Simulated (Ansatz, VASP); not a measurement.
# Two plane-wave programs on MnSi6

```
Mn Si
1.0
     5.77724    0.00000    0.00000
     0.00000    5.77724    0.00000
     0.00000    0.00000    5.77724
Mn Si
1 6
Direct
  0.00000 0.00000 0.00000
  0.80032 0.50000 0.50000
  0.19968 0.50000 0.50000
  0.50000 0.50000 0.80032
  0.50000 0.50000 0.19968
  0.50000 0.19968 0.50000
  0.50000 0.80032 0.50000
```

Change from the starting cell: species swapped into the YB6 type (Pm-3m, No. 221).

Alike in both runs: functional PBE; k mesh 4 × 4 × 4; occupations gaussian, width 0.1 eV; collinear spin.

Ansatz relaxed the structure, and its values are those at the end. VASP's run is a single point on that final structure, the one shown.

```csv
,VASP,Ansatz
version,VASP 6.6.1,Ansatz 0.2.0
potentials or method,"VASP PAW PBE potentials, release 64 (Mn_pv, Si), cutoff 520 eV","scalar-relativistic, plane waves, PAW"
valence electrons in the cell,37,39
```

```csv
,VASP,Ansatz,Ansatz less VASP
gap on the k mesh at the Fermi level (eV),none,none,-
pressure (GPa),0.0,0.0,-0.02
rms of the force components (eV/Å),0.003,0.000,-0.0027
net moment per atom (μB),0.69,0.69,+0.001
size of the moment on the site where the two differ most (μB),4.58,5.00,+0.417
```

Site moments also hang on the region over which each program counts them. A gap of «none» marks a metal or a gap that the smearing closes. VASP's potentials hold 37 valence electrons a cell and Ansatz's 39, so a difference there can come from the potentials and not from the codes.
